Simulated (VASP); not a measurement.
Set up this calculation in VASP 6.6.1, as the native input.

| Quantity | Value |
| --- | --- |
| Task | single point |
| Functional | PBE |
| Potentials or basis | VASP PAW PBE potentials, release 64 (Si, C) |
| Cutoff | 520 eV |
| k mesh | 6 × 6 × 6 |
| Occupations | gaussian, width 0.01 eV |
| Spin | no spin polarisation |
| Dipole correction | no |
| Further INCAR settings | ALGO = Normal; EDIFF = 1e-07; NBANDS = 11 |

The structure of SiC lies in POSCAR:

```
SiC
1.0
    0.0000000000      2.0909302570      2.2323129173
    2.0909302570      0.0000000000      2.2323129173
    2.0909302570      2.0909302570      0.0000000000
Si C
1 1
Direct
    0.0000000000      0.0000000000      0.0000000000
    0.2500000000      0.2500000000      0.2500000000
```

This cell differs from its parent crystal: epitaxial xy strain -4.0%.

One way to write it, as run:

INCAR

```
PREC = Accurate ; ENCUT = 520
EDIFF = 1E-7 ; ISMEAR = 0
SIGMA = 0.01 ; LREAL = False
LASPH = True ; NELM = 80
ALGO = Normal ; ISIF = 2
LWAVE = False ; LCHARG = True
GGA = PE ; LELF = True
LVHAR = True ; NBANDS = 11
```

KPOINTS

```
Automatic mesh
0
Gamma
  6 6 6
```

Potentials or basis: VASP PAW PBE potentials, release 64 (Si, C).

Launch:

```console
$ cat potpaw_PBE.64/Si/POTCAR potpaw_PBE.64/C/POTCAR > POTCAR
$ mpirun -np 1 vasp_std > vasp.out
```

It gave:

| Quantity | Value |
| --- | --- |
| Pressure | 17.6 GPa |
| Band gap on the k mesh | 0.94 eV, indirect (least direct gap 4.53 eV) |

Caveat: the k points lie up to 0.42 Å⁻¹ apart; the cell differs from its parent crystal (epitaxial xy strain -4.0%).

Wall time 9.8 s on 1 thread of Intel Xeon 8259CL (shared host), peak memory 0.13 GiB.
